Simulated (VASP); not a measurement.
# P (Cmce) in VASP: further runs, part 2 of 2

VASP 6.6.1.

**5. Single point, PBE**

Input file INCAR:

```
SYSTEM = P
ALGO = Normal ; EDIFF = 1E-6
ENCUT = 520 ; GGA = PE
ISIF = 2 ; ISMEAR = 0
LASPH = .True. ; LCHARG = .False.
LREAL = .False. ; LWAVE = .False.
NBANDS = 18 ; NELM = 80
PREC = Accurate ; SIGMA = 0.01
```

Input file KPOINTS:

```
k-points
0
Gamma
  12 12 8
  0 0 0
```

Input file POSCAR:

```
P
1.0
    1.6547456852     -5.6432048729      0.0000000000
    1.6547456852      5.6432048729      0.0000000000
    0.0000000000      0.0000000000      4.5643751260
P
4
Direct
    0.9059845524      0.0940154476      0.0865344396
    0.5940154476      0.4059845524      0.5865344396
    0.0940154476      0.9059845524      0.9134655604
    0.4059845524      0.5940154476      0.4134655604
```

Potentials or basis: VASP PAW PBE potentials, release 64 (P).

The run is started by

```sh
$ cat potpaw_PBE.64/P/POTCAR > POTCAR
$ mpirun -np 1 vasp_std > vasp.out
```

OUTCAR:

```text
SYSTEM = P
   EDIFF = 1E-6
   ENCUT = 520
   GGA = PE
   ISIF = 2
   ISMEAR = 0
   LASPH = .True.
   LREAL = .False.
   NELM = 80
   PREC = Accurate

 ion  position               nearest neighbor table
   1  0.906  0.094  0.087-   4 2.23   4 2.23   3 2.26
   2  0.594  0.406  0.587-   3 2.23   3 2.23   4 2.26
   3  0.094  0.906  0.913-   2 2.23   2 2.23   1 2.26
   4  0.406  0.594  0.413-   1 2.23   1 2.23   2 2.26

  LATTYP: Found a base centered orthorhombic cell.
 ALAT       =     3.3094913704
 B/A-ratio  =     3.4103155085
 C/A-ratio  =     1.3791772255

  Lattice vectors:

 A1 = (   1.6547456852,  -5.6432048729,   0.0000000000)
 A2 = (   1.6547456852,   5.6432048729,   0.0000000000)
 A3 = (   0.0000000000,   0.0000000000,   4.5643751260)

Analysis of symmetry for initial positions (statically):
=====================================================================
 Subroutine PRICEL returns:
 Original cell was already a primitive cell.

 Routine SETGRP: Setting up the symmetry group for a
 base centered orthorhombic supercell.

 Subroutine GETGRP returns: Found  8 space group operations
 (whereof  4 operations were pure point group operations)
 out of a pool of  8 trial point group operations.

The static configuration has the point symmetry C_2h.
 The point group associated with its full space group is D_2h.

Analysis of symmetry for dynamics (positions and initial velocities):
=====================================================================
 Subroutine PRICEL returns:
 Original cell was already a primitive cell.

 Routine SETGRP: Setting up the symmetry group for a
 base centered orthorhombic supercell.

 Subroutine GETGRP returns: Found  8 space group operations
 (whereof  4 operations were pure point group operations)
 out of a pool of  8 trial point group operations.

The dynamic configuration has the point symmetry C_2h.
 The point group associated with its full space group is D_2h.

[... 123 lines left out ...]
  volume/ion in A,a.u.               =      21.31       143.82
  Fermi-wavevector in a.u.,A,eV,Ry     =   1.009707  1.908070 13.871251  1.019508
  Thomas-Fermi vector in A             =   2.142652
   LORBIT       =      0    0 simple, 1 ext, 2 COOP (PROOUT), +10 PAW based schemes
   GGA     = PE    functional components
   LHFCALC =     F    Hartree Fock is set to
   AEXX    =    0.0000 exact exchange contribution
   IVDW    =     0    specifies the selected vdW correction
   LEPSILON=     F    determine dielectric tensor
   LRPA    =     F    only Hartree local field effects (RPA)
 non-spin polarized calculation
 Gauss-broadening in eV      SIGMA  =   0.01
  energy-cutoff  :      520.00
  volume of cell :       85.24
 maximum number of plane-waves:      2315
 NGX is ok and might be reduce to    48
   NGX = 21   NGY = 21   NGZ = 17

 number of electron      19.9999999 magnetization

 Free energy of the ion-electron system (eV)
  ---------------------------------------------------
  ext. energy  EPLUGINS =         0.00000000
  ---------------------------------------------------
  free energy    TOTEN  =       -21.50883520 eV

  energy without entropy =      -21.50883520  energy(sigma->0) =      -21.50883520

 E-fermi :   5.3837     XC(G=0):  -9.2235

 val. band max:        5.3195608640   @ k =   0.5000   0.5000   0.0000
 cond. band min:       5.4676586011   @ k =   0.5000   0.5000   0.0000
 fundamental gap:      0.1480977372
 Fermi energy:         5.3837328474

 k-point     1 :       0.0000    0.0000    0.0000
  band No.  band energies     occupation
      1     -10.1367      2.00000
      2      -7.4875      2.00000
      3      -4.2600      2.00000
      4      -1.1311      2.00000
      5       0.3477      2.00000
      6       0.5854      2.00000
[... 481 lines left out ...]
      5      -0.3751      2.00000
      6      -0.2925      2.00000
[... 10 lines left out ...]
     17      10.9890      0.00000
     18      11.1328      0.00000

 [... further k-points ...]

------------------------ aborting loop because EDIFF is reached ----------------------------------------

  FORCE on cell =-STRESS in cart. coord.  units (eV):
  Direction    XX          YY          ZZ          XY          YZ          ZX
  --------------------------------------------------------------------------------------
  -------------------------------------------------------------------------------------
  Total       -0.1563699     -0.1515481     -0.1703953      0.0000000      0.0000000      0.0000000
  in kB       -2.9389710     -2.8483457     -3.2025777      0.0000000      0.0000000      0.0000000
  external PRESSURE =      -2.9966315 kB  Pullay stress =       0.0000000 kB

 VOLUME and BASIS-vectors are now :
 -----------------------------------------------------------------------------
  energy-cutoff  :      520.00
  volume of cell :       85.24
      direct lattice vectors                 reciprocal lattice vectors
     1.654745685 -5.643204873  0.000000000     0.302161235 -0.088602135  0.000000000
     1.654745685  5.643204873  0.000000000     0.302161235  0.088602135  0.000000000
     0.000000000  0.000000000  4.564375126     0.000000000  0.000000000  0.219088040

 POSITION                                       TOTAL-FORCE (eV/Angst)
 -----------------------------------------------------------------------------------
      1.65475     -4.58211      0.39498         0.000000     -0.037520      0.033699
      1.65475     -1.06110      2.67716         0.000000      0.037520      0.033699
      1.65475      4.58211      4.16940         0.000000      0.037520     -0.033699
      1.65475      1.06110      1.88721         0.000000     -0.037520     -0.033699
 -----------------------------------------------------------------------------------
    total drift:                                0.000000      0.000000     -0.000000

  FREE ENERGIE OF THE ION-ELECTRON SYSTEM (eV)
  ---------------------------------------------------
  free  energy   TOTEN  =       -21.5088351989 eV

  energy  without entropy=      -21.5088351989  energy(sigma->0) =      -21.50883520
```

stdout:

```text
POSCAR found type information on POSCAR P
 POSCAR found :  1 types and       4 ions
 scaLAPACK will be used
 LDA part: xc-table for (Slater+PW92), standard interpolation
 POSCAR, INCAR and KPOINTS ok, starting setup
 FFT: planning ... GRIDC
 FFT: planning ... GRID_SOFT
 FFT: planning ... GRID
 WAVECAR not read
 entering main loop
```

It took 6.8 min on 1 thread of Intel Xeon 8259CL, shared host; peak memory 0.42 GiB.

What came out:

```yaml
Free_energy: -21.5088 eV
Pressure: -0.3 GPa
Largest_force: 0.050 eV/Å
Band_gap_on_the_k_mesh: 0.15 eV
```

Forces in eV/Å, atoms in the order of the input:
```
P    0.000 -0.038  0.034
P    0.000  0.038  0.034
P    0.000  0.038 -0.034
P    0.000 -0.038 -0.034
```

Levels at points of the mesh, in eV from the valence-band top:
```csv
k point,band 6,band 7,band 8,band 9,band 10,band 11,band 12,band 13,band 14,band 15
"(0.00, 0.00, 0.00)",-4.73,-3.77,-2.60,-2.28,-0.99,0.75,1.24,2.12,2.91,5.42
"(0.50, 0.00, 0.00)",-5.31,-3.21,-3.21,-2.48,-2.48,0.78,0.78,1.56,1.56,3.32
"(0.50, 0.50, 0.00)",-5.29,-3.85,-2.15,-1.60,0.00,0.15,1.06,2.28,2.83,5.12
"(0.00, 0.00, 0.50)",-4.11,-2.98,-2.98,-1.50,-1.50,1.60,1.60,3.01,3.01,4.49
"(0.50, 0.00, 0.50)",-5.39,-5.15,-5.15,-1.69,-1.69,1.83,1.83,3.50,3.50,5.04
"(0.50, 0.50, 0.50)",-3.00,-2.77,-2.77,-1.78,-1.78,1.57,1.57,2.58,2.58,3.19
```

Caveat: semilocal functionals underestimate gaps, and a narrow one can read as zero. A k mesh can miss the band edges.
